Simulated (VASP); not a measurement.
# Bi: single point with PBE+D3(BJ)

Crystal: Bi.

```
Bi
1.0
     2.26734    1.30905    3.88173
    -2.26734    1.30905    3.88173
     0.00000   -2.61810    3.88173
Bi
2
Direct
  0.23713 0.23713 0.23713
  0.76287 0.76287 0.76287
```

* Program: VASP 6.6.1
* Task: single point
* Functional: PBE
* Dispersion: D3(BJ)
* Potentials or basis: VASP PAW PBE potentials, release 64 (Bi_d)
* Cutoff: 520 eV
* k mesh: 12 × 12 × 12
* Occupations: gaussian, width 0.1 eV
* Spin: no spin polarisation
* Dipole correction: no
* Further INCAR settings: ALGO = Fast; EDIFF = 1e-07; NBANDS = 22

```json
{
  "Pressure": "0.0 GPa",
  "Largest force": "0.008 eV/Å",
  "Band gap on the k mesh": "zero (bands 15 and 16 overlap by 0.19 eV)",
  "Dispersion energy per atom": "-0.462 eV"
}
```

Forces on the atoms (eV/Å):
```
Bi   0.000  0.000  0.008
Bi   0.000  0.000 -0.008
```

Levels at points of the mesh, in eV from the Fermi level:
```tsv
k point	band 12	band 13	band 14	band 15	band 16	band 17	band 18	band 19
(0.00, 0.00, 0.00)	-7.41	-1.49	-1.24	-1.24	2.76	3.05	3.05	5.52
(0.50, 0.00, 0.00)	-10.62	-1.12	-1.00	-0.26	-0.25	0.38	0.79	7.74
(0.50, 0.50, 0.00)	-9.41	-4.83	-3.10	-2.97	2.47	5.03	5.37	6.95
(0.50, 0.50, 0.50)	-10.14	-0.81	-0.52	-0.52	0.52	0.52	0.56	7.30
```

Run time: 3.1 min on 1 thread of Intel(R) Xeon(R) Platinum 8488C (Sapphire Rapids), with other jobs on the host, peak memory 0.37 GiB.

Caveat: spin-orbit coupling is left out, which moves the levels of the heavy elements.
